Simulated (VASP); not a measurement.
# Ge (Fd-3m) in VASP: a series of runs

Runs on Ge. Level: LDA. Tasks: single point.

All numbers are computed with VASP 6.6.1; they aren't measurements. Logs are shortened: lines on timing, memory, paths and dates and some standing lists are left out, and cuts for length are marked.

### Step 1. The cell of the first run

The structure is cubic, space group Fd-3m (No. 227). Conventional cell: a = 5.658 Å, b = 5.658 Å, c = 5.658 Å, α = 90.00°, β = 90.00°, γ = 90.00°. Ge (site symmetry -43m) has 4 Ge at 2.45 Å within 3.2 Å.

### Step 2. Single point, LDA

File INCAR:

```
SYSTEM = Ge
ALGO = Normal ; EDIFF = 1E-7
ENCUT = 520 ; ISIF = 2
ISMEAR = -1 ; LASPH = .True.
LCHARG = .False. ; LREAL = .False.
LWAVE = .False. ; NBANDS = 21
NELM = 80 ; PREC = Accurate
SIGMA = 0.05
```

File KPOINTS:

```
k-points
0
Gamma
  8 8 8
  0 0 0
```

File POSCAR:

```
Ge
1.0
    0.0000000000      2.8289100000      2.8289100000
    2.8289100000      0.0000000000      2.8289100000
    2.8289100000      2.8289100000      0.0000000000
Ge
2
Direct
    0.7500000000      0.7500000000      0.7500000000
    0.5000000000      0.5000000000      0.5000000000
```

Potentials or basis: VASP PAW LDA potentials, release 64 (Ge_d).

Started as:

```bash
$ cat potpaw_LDA.64/Ge_d/POTCAR > POTCAR
$ mpirun -np 1 vasp_std > vasp.out
```

OUTCAR:

```text
SYSTEM = Ge
   EDIFF = 1E-7
   ENCUT = 520
   ISIF = 2
   ISMEAR = -1
   LASPH = .True.
   LREAL = .False.
   NELM = 80
   PREC = Accurate

 ion  position               nearest neighbor table
   1  0.750  0.750  0.750-   2 2.45   2 2.45   2 2.45   2 2.45
   2  0.500  0.500  0.500-   1 2.45   1 2.45   1 2.45   1 2.45

  LATTYP: Found a face centered cubic cell.
 ALAT       =     5.6578200000

  Lattice vectors:

 A1 = (   0.0000000000,   2.8289100000,   2.8289100000)
 A2 = (   2.8289100000,   0.0000000000,   2.8289100000)
 A3 = (   2.8289100000,   2.8289100000,   0.0000000000)

Analysis of symmetry for initial positions (statically):
=====================================================================
 Subroutine PRICEL returns:
 Original cell was already a primitive cell.

 Routine SETGRP: Setting up the symmetry group for a
 face centered cubic supercell.

 Subroutine GETGRP returns: Found 48 space group operations
 (whereof 24 operations were pure point group operations)
 out of a pool of 48 trial point group operations.

The static configuration has the point symmetry T_d .
 The point group associated with its full space group is O_h .

Analysis of symmetry for dynamics (positions and initial velocities):
=====================================================================
 Subroutine PRICEL returns:
 Original cell was already a primitive cell.

 Routine SETGRP: Setting up the symmetry group for a
 face centered cubic supercell.

 Subroutine GETGRP returns: Found 48 space group operations
 (whereof 24 operations were pure point group operations)
 out of a pool of 48 trial point group operations.

The dynamic configuration has the point symmetry T_d .
 The point group associated with its full space group is O_h .

 Subroutine INISYM returns: Found 48 space group operations
 (whereof 24 operations are pure point group operations),
 and found     1 'primitive' translations

----------------------------------------------------------------------------------------

                                     Primitive cell

  volume of cell :      45.2780

  direct lattice vectors                    reciprocal lattice vectors
     0.000000000  2.828910000  2.828910000    -0.176746521  0.176746521  0.176746521
     2.828910000  0.000000000  2.828910000     0.176746521 -0.176746521  0.176746521
     2.828910000  2.828910000  0.000000000     0.176746521  0.176746521 -0.176746521

  length of vectors
     4.000682889  4.000682889  4.000682889     0.306133954  0.306133954  0.306133954

  position of ions in fractional coordinates (direct lattice)
     0.750000000  0.750000000  0.750000000
     0.500000000  0.500000000  0.500000000
[... 77 lines left out ...]
   EDIFF  = 0.1E-06   stopping-criterion for ELM
   LREAL  =      F    real-space projection
   EDIFFG = 0.1E-05   stopping-criterion for IOM
   NSW    =      0    number of steps for IOM
   IBRION =     -1    ionic relax: 0-MD 1-quasi-New 2-CG
   NFREE  =      0    steps in history (QN), initial steepest desc. (CG)
   ISIF   =      2    stress and relaxation
   ISYM   =      2    0-nonsym 1-usesym 2-fastsym
   POTIM  = 0.5000    time-step for ionic-motion
   TEBEG  =    0.0;   TEEND  =   0.0 temperature during run
   PSTRESS=    0.0 pullay stress
   NELECT =      28.0000    total number of electrons
   NUPDOWN=      -1.0000    fix difference up-down
   EMIN   =  10.00;   EMAX   =-10.00  energy-range for DOS
   EFERMI =   0.00;   METHOD = LEGACY
   ISMEAR =    -1;   SIGMA  =   0.05  broadening in eV -4-tet -1-fermi 0-gaus
   EFERMI_NEDOS =   21; number of points for ismear=-14 and -15
   IALGO  =     38    algorithm
   IMIX   =      4    mixing-type and parameters
     AMIX     =   0.40;   BMIX     =  1.00
     AMIX_MAG =   1.60;   BMIX_MAG =  1.00
  volume/ion in A,a.u.               =      22.64       152.78
  Fermi-wavevector in a.u.,A,eV,Ry     =   1.394756  2.635708 26.468033  1.945346
  Thomas-Fermi vector in A             =   2.518275
   LORBIT       =      0    0 simple, 1 ext, 2 COOP (PROOUT), +10 PAW based schemes
   GGA     = CA    functional components
   LHFCALC =     F    Hartree Fock is set to
   AEXX    =    0.0000 exact exchange contribution
   IVDW    =     0    specifies the selected vdW correction
   LEPSILON=     F    determine dielectric tensor
   LRPA    =     F    only Hartree local field effects (RPA)
 non-spin polarized calculation
  energy-cutoff  :      520.00
  volume of cell :       45.28
 maximum number of plane-waves:      1243
 NGX is ok and might be reduce to    30
   NGX = 15   NGY = 15   NGZ = 15

 number of electron      28.0000022 magnetization

 Free energy of the ion-electron system (eV)
  ---------------------------------------------------
  ext. energy  EPLUGINS =         0.00000000
  ---------------------------------------------------
  free energy    TOTEN  =       -10.37806713 eV

  energy without entropy =      -10.37708666  energy(sigma->0) =      -10.37757689

 E-fermi :   4.7117     XC(G=0): -10.2874

 val. band max:        4.5820813558   @ k =   0.0000   0.0000   0.0000
 cond. band min:       4.7254159985   @ k =   0.0000   0.0000   0.0000
 fundamental gap:      0.1433346427
 Fermi energy:         4.7117012836

 k-point     1 :       0.0000    0.0000    0.0000
  band No.  band energies     occupation
      1     -20.2134      2.00000
      2     -20.2134      2.00000
      3     -20.2134      2.00000
      4     -20.1767      2.00000
      5     -20.1767      2.00000
      6     -19.9660      2.00000
[... 565 lines left out ...]
     20      15.5889      0.00000
     21      16.1199      0.00000

 [... further k-points ...]

------------------------ aborting loop because EDIFF is reached ----------------------------------------

  FORCE on cell =-STRESS in cart. coord.  units (eV):
  Direction    XX          YY          ZZ          XY          YZ          ZX
  --------------------------------------------------------------------------------------
  -------------------------------------------------------------------------------------
  Total       -0.3076288     -0.3076288     -0.3076288     -0.0000000      0.0000000     -0.0000000
  in kB      -10.8855462    -10.8855462    -10.8855462     -0.0000000      0.0000000     -0.0000000
  external PRESSURE =     -10.8855462 kB  Pullay stress =       0.0000000 kB

 VOLUME and BASIS-vectors are now :
 -----------------------------------------------------------------------------
  energy-cutoff  :      520.00
  volume of cell :       45.28
      direct lattice vectors                 reciprocal lattice vectors
     0.000000000  2.828910000  2.828910000    -0.176746521  0.176746521  0.176746521
     2.828910000  0.000000000  2.828910000     0.176746521 -0.176746521  0.176746521
     2.828910000  2.828910000  0.000000000     0.176746521  0.176746521 -0.176746521

 POSITION                                       TOTAL-FORCE (eV/Angst)
 -----------------------------------------------------------------------------------
      4.24336      4.24336      4.24336         0.000000      0.000000      0.000000
      2.82891      2.82891      2.82891        -0.000000     -0.000000     -0.000000
 -----------------------------------------------------------------------------------
    total drift:                                0.000000     -0.000000     -0.000000

  FREE ENERGIE OF THE ION-ELECTRON SYSTEM (eV)
  ---------------------------------------------------
  free  energy   TOTEN  =       -10.3780671281 eV

  energy  without entropy=      -10.3770866589  energy(sigma->0) =      -10.37757689
```

It took 17 s on 1 thread of Intel Xeon 6975P-C (Granite Rapids), shared host; peak memory 0.15 GiB.

What came out:

| Item | Value |
| --- | --- |
| Free energy | -10.3781 eV |
| Pressure | -1.1 GPa |
| Band gap on the k mesh | zero (filled and empty bands touch) |

### Step 3. Single point, LDA (volume scaled by 1.02)

File INCAR:

```
PREC = Accurate ; ENCUT = 520
EDIFF = 1E-7 ; ISMEAR = -1
SIGMA = 0.05 ; LREAL = F
LASPH = T ; NELM = 60
ALGO = Normal ; ISIF = 2
LWAVE = F ; LCHARG = F
GGA = CA ; NBANDS = 21
```

File KPOINTS:

```
Automatic mesh
0
Gamma
  8 8 8
```

File POSCAR:

```
Ge
1.0
    0.0000000000      2.8476450493      2.8476450493
    2.8476450493      0.0000000000      2.8476450493
    2.8476450493      2.8476450493      0.0000000000
Ge
2
Direct
    0.7500000000      0.7500000000      0.7500000000
    0.5000000000      0.5000000000      0.5000000000
```

Potentials or basis: VASP PAW LDA potentials, release 64 (Ge_d).

Started as:

```bash
$ cat potpaw_LDA.64/Ge_d/POTCAR > POTCAR
$ mpirun -np 1 vasp_std > vasp.out
```

It took 16 s on 1 thread of Intel Xeon 6975P-C (Granite Rapids), shared host; peak memory 0.15 GiB.

The run converged. Its results:

```
Free energy            : -10.3681 eV
Pressure               : -2.4 GPa
Band gap on the k mesh : zero (filled and empty bands touch)
```

Levels at points of the mesh, in eV from the Fermi level:
| k point | band 10 | band 11 | band 12 | band 13 | band 14 | band 15 | band 16 | band 17 | band 18 | band 19 |
| --- | --- | --- | --- | --- | --- | --- | --- | --- | --- | --- |
| (0.00, 0.00, 0.00) | -24.62 | -12.61 | -0.27 | 0.05 | 0.05 | 0.05 | 2.56 | 2.56 | 2.56 | 6.20 |
| (0.50, 0.00, 0.00) | -24.59 | -10.57 | -7.50 | -1.33 | -1.33 | 0.05 | 3.75 | 3.75 | 7.00 | 10.31 |
| (0.50, 0.50, 0.00) | -24.58 | -8.80 | -8.80 | -2.96 | -2.96 | 0.74 | 0.74 | 9.29 | 9.29 | 11.28 |
